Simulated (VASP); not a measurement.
# Ni3Ge (Pm-3m) in VASP: a series of runs

Ni3Ge is run at these levels: LDA; tasks: single point, relaxation of cell and atoms.

Everything below comes from runs of VASP 6.6.1. Logs are shortened: lines on timing, memory, paths and dates and some standing lists are left out, and cuts for length are marked.

### Step 1. The cell of the first run

The structure is cubic, space group Pm-3m (No. 221). Conventional cell: a = 3.489 Å, b = 3.489 Å, c = 3.489 Å, α = 90.00°, β = 90.00°, γ = 90.00°. Within 3.3 Å of Ni (site symmetry 4/mmm) lie 8 Ni at 2.47 Å and 4 Ge at 2.47 Å. Ge (site symmetry m-3m) has 12 Ni at 2.47 Å within 3.3 Å.

### Step 2. Single point, LDA

File INCAR:

```
PREC = Accurate
ENCUT = 520
EDIFF = 1E-6
ISMEAR = 0
SIGMA = 0.1
LREAL = False
LASPH = True
NELM = 60
ALGO = Normal
ISIF = 2
LWAVE = False
LCHARG = False
NBANDS = 30
```

File KPOINTS:

```
regular mesh
0
Gamma
  12 12 12
```

File POSCAR:

```
Ni3Ge
1.0
    3.4886992114      0.0000000000      0.0000000000
    0.0000000000      3.4886992114      0.0000000000
    0.0000000000      0.0000000000      3.4886992114
Ni Ge
3 1
Direct
    0.5000000000      0.0000000000      0.5000000000
    0.0000000000      0.5000000000      0.5000000000
    0.5000000000      0.5000000000      0.0000000000
    0.0000000000      0.0000000000      0.0000000000
```

Potentials or basis: VASP PAW LDA potentials, release 64 (Ni, Ge_d).

Launch:

```console
$ cat potpaw_LDA.64/Ni/POTCAR potpaw_LDA.64/Ge_d/POTCAR > POTCAR
$ mpirun -np 1 vasp_std > vasp.out
```

OUTCAR:

```text
PREC = Accurate
   ENCUT = 520
   EDIFF = 1E-6
   ISMEAR = 0
   LREAL = False
   LASPH = True
   NELM = 60
   ISIF = 2

 ion  position               nearest neighbor table
   1  0.500  0.000  0.500-   2 2.47   3 2.47   4 2.47   3 2.47   4 2.47   2 2.47   3 2.47   3 2.47
                             2 2.47   4 2.47   4 2.47   2 2.47
   2  0.000  0.500  0.500-   1 2.47   3 2.47   4 2.47   3 2.47   4 2.47   1 2.47   4 2.47   4 2.47
                             1 2.47   3 2.47   3 2.47   1 2.47
   3  0.500  0.500  0.000-   1 2.47   2 2.47   4 2.47   1 2.47   2 2.47   1 2.47   4 2.47   1 2.47
                             2 2.47   4 2.47   2 2.47   4 2.47
   4  0.000  0.000  0.000-   1 2.47   2 2.47   3 2.47   1 2.47   2 2.47   2 2.47   3 2.47   2 2.47
                             1 2.47   3 2.47   1 2.47   3 2.47

  LATTYP: Found a simple cubic cell.
 ALAT       =     3.4886992114

  Lattice vectors:

 A1 = (   3.4886992114,   0.0000000000,   0.0000000000)
 A2 = (   0.0000000000,   3.4886992114,   0.0000000000)
 A3 = (   0.0000000000,   0.0000000000,   3.4886992114)

Analysis of symmetry for initial positions (statically):
=====================================================================
 Subroutine PRICEL returns:
 Original cell was already a primitive cell.

 Routine SETGRP: Setting up the symmetry group for a
 simple cubic supercell.

 Subroutine GETGRP returns: Found 48 space group operations
 (whereof 48 operations were pure point group operations)
 out of a pool of 48 trial point group operations.

The static configuration has the point symmetry O_h .

Analysis of symmetry for dynamics (positions and initial velocities):
=====================================================================
 Subroutine PRICEL returns:
 Original cell was already a primitive cell.

 Routine SETGRP: Setting up the symmetry group for a
 simple cubic supercell.

 Subroutine GETGRP returns: Found 48 space group operations
 (whereof 48 operations were pure point group operations)
 out of a pool of 48 trial point group operations.

The dynamic configuration has the point symmetry O_h .

 Subroutine INISYM returns: Found 48 space group operations
 (whereof 48 operations are pure point group operations),
 and found     1 'primitive' translations

----------------------------------------------------------------------------------------

                                     Primitive cell

  volume of cell :      42.4610

  direct lattice vectors                    reciprocal lattice vectors
     3.488699211  0.000000000  0.000000000     0.286639787  0.000000000  0.000000000
     0.000000000  3.488699211  0.000000000     0.000000000  0.286639787  0.000000000
     0.000000000  0.000000000  3.488699211     0.000000000  0.000000000  0.286639787

  length of vectors
     3.488699211  3.488699211  3.488699211     0.286639787  0.286639787  0.286639787

  position of ions in fractional coordinates (direct lattice)
     0.500000000  0.000000000  0.500000000
     0.000000000  0.500000000  0.500000000
     0.500000000  0.500000000  0.000000000
     0.000000000  0.000000000  0.000000000

  ion indices of the primitive-cell ions
   primitive index   ion index
                 1           1
                 2           2
                 3           3
                 4           4

----------------------------------------------------------------------------------------

 KPOINTS: regular mesh

Automatic generation of k-mesh.
 Grid dimensions read from file:
 generate k-points for:   12   12   12

 Generating k-lattice:

  Cartesian coordinates                     Fractional coordinates (reciprocal lattice)
     0.023886649  0.000000000  0.000000000     0.083333333  0.000000000  0.000000000
     0.000000000  0.023886649  0.000000000     0.000000000  0.083333333  0.000000000
     0.000000000  0.000000000  0.023886649     0.000000000  0.000000000  0.083333333

  Length of vectors
     0.023886649  0.023886649  0.023886649

  Shift w.r.t. Gamma in fractional coordinates (k-lattice)
     0.000000000  0.000000000  0.000000000

 Subroutine IBZKPT returns following result:
 ===========================================

 Found     84 irreducible k-points:

 Following reciprocal coordinates:
            Coordinates               Weight
  0.000000  0.000000  0.000000      1.000000
  0.083333  0.000000  0.000000      6.000000
  0.166667  0.000000  0.000000      6.000000
  0.250000  0.000000  0.000000      6.000000
  0.333333  0.000000  0.000000      6.000000
  0.416667  0.000000  0.000000      6.000000
[... 16 lines left out ...]
  0.333333  0.333333  0.000000     12.000000
  0.416667  0.333333  0.000000     24.000000
 [... further k-points ...]
   k-points           NKPTS =     84   k-points in BZ     NKDIM =     84   number of bands    NBANDS=     30
   number of dos      NEDOS =    301   number of ions     NIONS =      4
   total plane-waves  NPLWV =  21952
   dimension x,y,z NGX =    28 NGY =   28 NGZ =   28
   dimension x,y,z NGXF=    56 NGYF=   56 NGZF=   56
   ions per type =               3   1
   NGX,Y,Z   is equivalent  to a cutoff of  13.34, 13.34, 13.34 a.u.
   NGXF,Y,Z  is equivalent  to a cutoff of  26.69, 26.69, 26.69 a.u.
 SYSTEM =  unknown system
   PREC   = accura    normal or accurate (medium, high low for compatibility)
   ISTART =      0    job   : 0-new  1-cont  2-samecut
   ICHARG =      2    charge: 1-file 2-atom 10-const
   ISPIN  =      1    spin polarized calculation?
   LNONCOLLINEAR =      F non collinear calculations
   LSORBIT =      F    spin-orbit coupling
   LASPH  =      T    aspherical Exc in radial PAW
   ENCUT  =  520.0 eV  38.22 Ry    6.18 a.u.   6.49  6.49  6.49*2*pi/ulx,y,z
   NELM   =     60;   NELMIN=  2; NELMDL= -5     # of ELM steps
   EDIFF  = 0.1E-05   stopping-criterion for ELM
   LREAL  =      F    real-space projection
   EDIFFG = 0.1E-04   stopping-criterion for IOM
   NSW    =      0    number of steps for IOM
   IBRION =     -1    ionic relax: 0-MD 1-quasi-New 2-CG
   NFREE  =      0    steps in history (QN), initial steepest desc. (CG)
   ISIF   =      2    stress and relaxation
   ISYM   =      2    0-nonsym 1-usesym 2-fastsym
   POTIM  = 0.5000    time-step for ionic-motion
   TEBEG  =    0.0;   TEEND  =   0.0 temperature during run
   PSTRESS=    0.0 pullay stress
   NELECT =      44.0000    total number of electrons
   NUPDOWN=      -1.0000    fix difference up-down
   EMIN   =  10.00;   EMAX   =-10.00  energy-range for DOS
   EFERMI =   0.00;   METHOD = LEGACY
   ISMEAR =     0;   SIGMA  =   0.10  broadening in eV -4-tet -1-fermi 0-gaus
   EFERMI_NEDOS =   21; number of points for ismear=-14 and -15
   IALGO  =     38    algorithm
   IMIX   =      4    mixing-type and parameters
     AMIX     =   0.40;   BMIX     =  1.00
     AMIX_MAG =   1.60;   BMIX_MAG =  1.00
  volume/ion in A,a.u.               =      10.62        71.64
  Fermi-wavevector in a.u.,A,eV,Ry     =   1.656643  3.130601 37.340716  2.744465
  Thomas-Fermi vector in A             =   2.744532
   LORBIT       =      0    0 simple, 1 ext, 2 COOP (PROOUT), +10 PAW based schemes
   GGA     = CA    functional components
   LHFCALC =     F    Hartree Fock is set to
   AEXX    =    0.0000 exact exchange contribution
   IVDW    =     0    specifies the selected vdW correction
   LEPSILON=     F    determine dielectric tensor
   LRPA    =     F    only Hartree local field effects (RPA)
 non-spin polarized calculation
 Gauss-broadening in eV      SIGMA  =   0.10
  energy-cutoff  :      520.00
  volume of cell :       42.46
 maximum number of plane-waves:      1189
 NGX is ok and might be reduce to    28
   NGX = 13   NGY = 13   NGZ = 13

 number of electron      43.9999962 magnetization

 Free energy of the ion-electron system (eV)
  ---------------------------------------------------
  ext. energy  EPLUGINS =         0.00000000
  ---------------------------------------------------
  free energy    TOTEN  =       -26.40290852 eV

  energy without entropy =      -26.39330417  energy(sigma->0) =      -26.39810635

 E-fermi :  10.6050     XC(G=0): -14.0371

 val. band max:       10.5923789066   @ k =   0.0833   0.0833   0.0000
 cond. band min:      10.6331813579   @ k =   0.4167   0.4167   0.3333
 fundamental gap:      0.0408024513
 Fermi energy:        10.6050399389

 k-point     1 :       0.0000    0.0000    0.0000
  band No.  band energies     occupation
      1     -14.1634      2.00000
      2     -14.1634      2.00000
      3     -14.1470      2.00000
      4     -14.1470      2.00000
      5     -14.1470      2.00000
      6      -2.2062      2.00000
[... 22 lines left out ...]
     29      21.3845      0.00000
     30      21.3845      0.00000

 k-point     2 :       0.0833    0.0000    0.0000
  band No.  band energies     occupation
      1     -14.1631      2.00000
      2     -14.1614      2.00000
      3     -14.1470      2.00000
      4     -14.1470      2.00000
      5     -14.1469      2.00000
      6      -2.1250      2.00000
[... 22 lines left out ...]
     29      21.2139      0.00000
     30      21.2139      0.00000

 k-point     3 :       0.1667    0.0000    0.0000
  band No.  band energies     occupation
      1     -14.1621      2.00000
      2     -14.1558      2.00000
      3     -14.1470      2.00000
      4     -14.1470      2.00000
      5     -14.1467      2.00000
      6      -1.8855      2.00000
[... 22 lines left out ...]
     29      20.5407      0.00000
     30      20.7191      0.00000

 k-point     4 :       0.2500    0.0000    0.0000
  band No.  band energies     occupation
      1     -14.1607      2.00000
      2     -14.1483      2.00000
      3     -14.1470      2.00000
      4     -14.1470      2.00000
      5     -14.1463      2.00000
      6      -1.5019      2.00000
[... 616 lines left out ...]
     29      21.4102      0.00000
     30      22.1472      0.00000

 k-point    23 :       0.3333    0.3333    0.0000
  band No.  band energies     occupation
      1     -14.1555      2.00000
      2     -14.1483      2.00000
      3     -14.1466      2.00000
      4     -14.1463      2.00000
      5     -14.1278      2.00000
      6       0.0316      2.00000
[... 22 lines left out ...]
     29      21.0456      0.00000
     30      21.4726      0.00000

 k-point    24 :       0.4167    0.3333    0.0000
  band No.  band energies     occupation
      1     -14.1572      2.00000
      2     -14.1473      2.00000
      3     -14.1466      2.00000
      4     -14.1463      2.00000
      5     -14.1234      2.00000
      6       0.4375      2.00000
[... 22 lines left out ...]
     29      20.7909      0.00000
     30      21.8496      0.00000

 [... further k-points ...]

------------------------ aborting loop because EDIFF is reached ----------------------------------------

  FORCE on cell =-STRESS in cart. coord.  units (eV):
  Direction    XX          YY          ZZ          XY          YZ          ZX
  --------------------------------------------------------------------------------------
  -------------------------------------------------------------------------------------
  Total        0.1525526      0.1525526      0.1525526     -0.0000000     -0.0000000      0.0000000
  in kB        5.7562490      5.7562490      5.7562490     -0.0000000     -0.0000000      0.0000000
  external PRESSURE =       5.7562490 kB  Pullay stress =       0.0000000 kB

 VOLUME and BASIS-vectors are now :
 -----------------------------------------------------------------------------
  energy-cutoff  :      520.00
  volume of cell :       42.46
      direct lattice vectors                 reciprocal lattice vectors
     3.488699211  0.000000000  0.000000000     0.286639787  0.000000000  0.000000000
     0.000000000  3.488699211  0.000000000     0.000000000  0.286639787  0.000000000
     0.000000000  0.000000000  3.488699211     0.000000000  0.000000000  0.286639787

 POSITION                                       TOTAL-FORCE (eV/Angst)
 -----------------------------------------------------------------------------------
      1.74435      0.00000      1.74435         0.000000      0.000000      0.000000
      0.00000      1.74435      1.74435         0.000000      0.000000      0.000000
      1.74435      1.74435      0.00000         0.000000      0.000000      0.000000
      0.00000      0.00000      0.00000         0.000000      0.000000      0.000000
 -----------------------------------------------------------------------------------
    total drift:                                0.000000      0.000000      0.000000

  FREE ENERGIE OF THE ION-ELECTRON SYSTEM (eV)
  ---------------------------------------------------
  free  energy   TOTEN  =       -26.4029085229 eV

  energy  without entropy=      -26.3933041681  energy(sigma->0) =      -26.39810635
```

Run time: 36 s. Hardware: 1 thread of Intel Xeon 6975P-C (Granite Rapids), shared host; peak memory 0.2 GiB.

What came out:

| Property | Result |
| --- | --- |
| Free energy | -26.4029 eV |
| Pressure | 0.6 GPa |
| Band gap on the k mesh | zero (bands 22 and 23 overlap by 0.24 eV) |

Levels at points of the mesh, in eV from the Fermi level:
```tsv
k point	band 19	band 20	band 21	band 22	band 23	band 24	band 25	band 26
(0.00, 0.00, 0.00)	-0.60	-0.60	-0.30	0.03	0.03	0.03	4.25	7.17
(0.50, 0.00, 0.00)	-1.31	-1.20	-0.55	0.03	3.76	3.76	4.92	5.95
(0.50, 0.50, 0.00)	-1.24	-1.17	-0.99	-0.98	0.68	0.68	5.93	6.70
(0.50, 0.50, 0.50)	-1.23	-1.23	-0.51	-0.21	-0.21	-0.21	0.80	4.43
```

### Step 3. Single point, LDA

File INCAR:

```
ALGO     = Normal         # electronic algorithm
EDIFF    = 1E-6           # SCF threshold, eV
ENCUT    = 520            # plane-wave cutoff, eV
ISIF     = 2              # what is computed and relaxed
ISMEAR   = 0              # smearing method
LASPH    = T              # aspherical terms in the spheres
LCHARG   = F              # write CHGCAR
LREAL    = F              # projectors in reciprocal space
LWAVE    = F              # write WAVECAR
NBANDS   = 30             # bands
NELM     = 100            # most SCF steps
PREC     = Accurate       # precision mode
SIGMA    = 0.15           # smearing width, eV
```

File KPOINTS:

```
k-points
0
Gamma
  12 12 12
```

POSCAR is that of step 2.

Potentials or basis: VASP PAW LDA potentials, release 64 (Ni, Ge_d).

Launch:

```console
$ cat potpaw_LDA.64/Ni/POTCAR potpaw_LDA.64/Ge_d/POTCAR > POTCAR
$ mpirun -np 1 vasp_std > vasp.out
```

OUTCAR:

```text
EDIFF = 1E-6
   ENCUT = 520
   ISIF = 2
   ISMEAR = 0
   LASPH = T
   LREAL = F
   NELM = 100
   PREC = Accurate

 ion  position               nearest neighbor table
   1  0.500  0.000  0.500-   2 2.47   3 2.47   4 2.47   3 2.47   4 2.47   2 2.47   3 2.47   3 2.47
                             2 2.47   4 2.47   4 2.47   2 2.47
   2  0.000  0.500  0.500-   1 2.47   3 2.47   4 2.47   3 2.47   4 2.47   1 2.47   4 2.47   4 2.47
                             1 2.47   3 2.47   3 2.47   1 2.47
   3  0.500  0.500  0.000-   1 2.47   2 2.47   4 2.47   1 2.47   2 2.47   1 2.47   4 2.47   1 2.47
[... 991 lines left out ...]
 [... further k-points ...]
[... 5 lines left out ...]
  --------------------------------------------------------------------------------------
  -------------------------------------------------------------------------------------
  Total        0.1558315      0.1558315      0.1558315     -0.0000000      0.0000000     -0.0000000
  in kB        5.8799718      5.8799718      5.8799718     -0.0000000      0.0000000     -0.0000000
  external PRESSURE =       5.8799718 kB  Pullay stress =       0.0000000 kB

 VOLUME and BASIS-vectors are now :
 -----------------------------------------------------------------------------
  energy-cutoff  :      520.00
  volume of cell :       42.46
      direct lattice vectors                 reciprocal lattice vectors
     3.488699211  0.000000000  0.000000000     0.286639787  0.000000000  0.000000000
     0.000000000  3.488699211  0.000000000     0.000000000  0.286639787  0.000000000
     0.000000000  0.000000000  3.488699211     0.000000000  0.000000000  0.286639787

 POSITION                                       TOTAL-FORCE (eV/Angst)
 -----------------------------------------------------------------------------------
      1.74435      0.00000      1.74435         0.000000      0.000000      0.000000
      0.00000      1.74435      1.74435         0.000000      0.000000      0.000000
      1.74435      1.74435      0.00000         0.000000      0.000000      0.000000
      0.00000      0.00000      0.00000         0.000000      0.000000      0.000000
 -----------------------------------------------------------------------------------
    total drift:                                0.000000      0.000000      0.000000

  FREE ENERGIE OF THE ION-ELECTRON SYSTEM (eV)
  ---------------------------------------------------
  free  energy   TOTEN  =       -26.4086431956 eV

  energy  without entropy=      -26.3885717448  energy(sigma->0) =      -26.39860747
```

stdout:

```text
POSCAR found type information on POSCAR NiGe
 POSCAR found :  2 types and       4 ions
 scaLAPACK will be used
 LDA part: xc-table for (Slater(with rela. corr.)+CA(PZ))
 , standard interpolation
 POSCAR, INCAR and KPOINTS ok, starting setup
 FFT: planning ... GRIDC
 FFT: planning ... GRID_SOFT
 FFT: planning ... GRID
 WAVECAR not read
 entering main loop
```

Run time: 36 s. Hardware: 1 thread of Intel Xeon 6975P-C (Granite Rapids), shared host; peak memory 0.2 GiB.

Results:

```yaml
Free_energy: -26.4086 eV
Pressure: 0.6 GPa
Band_gap_on_the_k_mesh: zero (bands 22 and 23 overlap by 0.24 eV)
```

Levels at points of the mesh, in eV from the Fermi level:
```csv
k point,band 20,band 21,band 22,band 23,band 24,band 25
"(0.00, 0.00, 0.00)",-0.62,-0.31,0.01,0.01,0.01,4.23
"(0.50, 0.00, 0.00)",-1.22,-0.57,0.01,3.75,3.75,4.90
"(0.50, 0.50, 0.00)",-1.19,-1.01,-1.00,0.66,0.66,5.92
"(0.50, 0.50, 0.50)",-1.25,-0.53,-0.23,-0.23,-0.23,0.78
```

[end of part 1 of 2]
